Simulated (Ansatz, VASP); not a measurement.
**Re in VASP and in Ansatz**

File INCAR:

```
SYSTEM = Re
PREC = Accurate ; ENCUT = 520
EDIFF = 1E-7 ; ISMEAR = 1
SIGMA = 0.3 ; LREAL = .False.
LASPH = .True. ; NELM = 80
ALGO = Normal ; ISIF = 2
LWAVE = .False. ; LCHARG = .False.
GGA = PE ; NBANDS = 14
```

File KPOINTS:

```
Automatic mesh
0
Gamma
  13 13 7
  0 0 0
```

File POSCAR:

```
Re
1.0
    2.7768706464      0.0000000000      0.0000000000
   -1.3884353232      2.4048405228      0.0000000000
    0.0000000000      0.0000000000      4.4788142384
Re
2
Direct
    0.3333333333      0.6666666667      0.2500000000
    0.6666666667      0.3333333333      0.7500000000
```

Input for Ansatz:

```yaml
crystal:
  lattice:
    - [2.7768706464, 0.0, 0.0]
    - [-1.3884353232, 2.4048405228, 0.0]
    - [0.0, 0.0, 4.4788142384]
  atoms:
    - { symbol: Re, position: [0.3333333333, 0.6666666667, 0.25] }
    - { symbol: Re, position: [0.6666666667, 0.3333333333, 0.75] }
hamiltonian:
  xc: pbe
  pseudopotentials:
    kind: paw
    azcp:
      Re: "pseudopotentials/Re.paw.azcp"
basis:
  ecutwfc: 420
  fft_grid_basis: typed
kpoints:
  mp_grid: { grid: [13, 13, 7], shift: [0, 0, 0] }
magnetization:
  spin_polarized: false
scf:
  occupations: { method: methfessel_paxton, width: 0.3 }
  lower_state_search: "off"
output:
  stress: true
```

Alike in both runs: task single point; functional PBE; k mesh 13 × 13 × 7; occupations methfessel-paxton of order 1, width 0.3 eV; no spin polarisation.

|  | VASP | Ansatz |
| --- | --- | --- |
| version | VASP 6.6.1 | Ansatz 0.2.0 |
| potentials or method | VASP PAW PBE potentials, release 64 (Re), cutoff 520 eV | plane waves (420 eV) with PAW, scalar-relativistic |
| valence electrons in the cell | 14 | 30 |

```csv
,VASP,Ansatz,Ansatz less VASP
pressure (GPa),-0.8,-0.2,+0.54
"traceless stress, the component that is largest in VASP (GPa)",0.11,0.23,+0.126
```

With one functional, cell and mesh, what is left measures potentials, basis and numerics. VASP's potentials hold 14 valence electrons a cell and Ansatz's 30, so a difference there can come from the potentials and not from the codes.

Neither program's run includes spin-orbit coupling.
